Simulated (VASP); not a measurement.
Wanted: the native input for a VASP 6.6.1 run.

| Item | Value |
| --- | --- |
| Task | single point |
| Functional | HSE06 |
| Potentials or basis | VASP PAW PBE potentials, release 64 (Mg, S) |
| Cutoff | 520 eV |
| k mesh | 6 × 6 × 6 |
| Occupations | gaussian, width 0.01 eV |
| Spin | no spin polarisation |
| Dipole correction | no |
| Grid for exact exchange (PRECFOCK) | Normal |
| Further INCAR settings | ALGO = Normal; EDIFF = 1e-07; NBANDS = 11 |
| Share of exact exchange | 0.25 |
| Screening parameter | 0.2079 1/Å |

Crystal: MgS.

```
CELL_PARAMETERS angstrom
0.00000 2.50448 2.60152
2.50448 0.00000 2.60152
2.50448 2.50448 0.00000
ATOMIC_POSITIONS crystal
Mg 0.00000 0.00000 0.00000
S 0.50000 0.50000 0.50000
```

This cell differs from its parent crystal: biaxial xy strain -3.7%.

The input as run:

POSCAR

```
MgS
1.0
    0.0000000000      2.5044813180      2.6015179370
    2.5044813180      0.0000000000      2.6015179370
    2.5044813180      2.5044813180      0.0000000000
Mg S
1 1
Direct
    0.0000000000      0.0000000000      0.0000000000
    0.5000000000      0.5000000000      0.5000000000
```

INCAR.step1

```
  PREC = Accurate
  ENCUT = 520
  EDIFF = 1E-5
  ISMEAR = 0
  SIGMA = 0.01
  LREAL = F
  LASPH = T
  NELM = 80
  ALGO = Normal
  ISIF = 2
  LWAVE = T
  LCHARG = F
  NBANDS = 11
  GGA = PE
```

INCAR.step2

```
  PREC = Accurate
  ENCUT = 520
  EDIFF = 1E-7
  ISMEAR = 0
  SIGMA = 0.01
  LREAL = F
  LASPH = T
  NELM = 80
  ALGO = Normal
  ISIF = 2
  LWAVE = F
  LCHARG = F
  GGA = PE
  LHFCALC = T
  HFSCREEN = 0.2079
  PRECFOCK = Normal
  NBANDS = 11
  ISTART = 1
```

KPOINTS

```
Automatic mesh
0
Gamma
  6 6 6
```

Potentials or basis: VASP PAW PBE potentials, release 64 (Mg, S).

Run with:

```sh
$ cat potpaw_PBE.64/Mg/POTCAR potpaw_PBE.64/S/POTCAR > POTCAR
$ cp INCAR.step1 INCAR
$ mpirun -np 1 vasp_std > vasp.out
$ cp INCAR.step2 INCAR
$ mpirun -np 1 vasp_std > vasp.out
```

Results of the run:

```
Pressure               : 6.5 GPa
Band gap on the k mesh : 3.75 eV (least direct gap 5.36 eV)
```

Caveat: the cell differs from its parent crystal (biaxial xy strain -3.7%); the cell stands under pressure; the PAW data sets were made with another functional, which shifts forces and pressure a little.

Wall time 13 min on 1 thread of Intel(R) Xeon(R) 6975P-C (Granite Rapids) (shared host), peak memory 0.27 GiB.
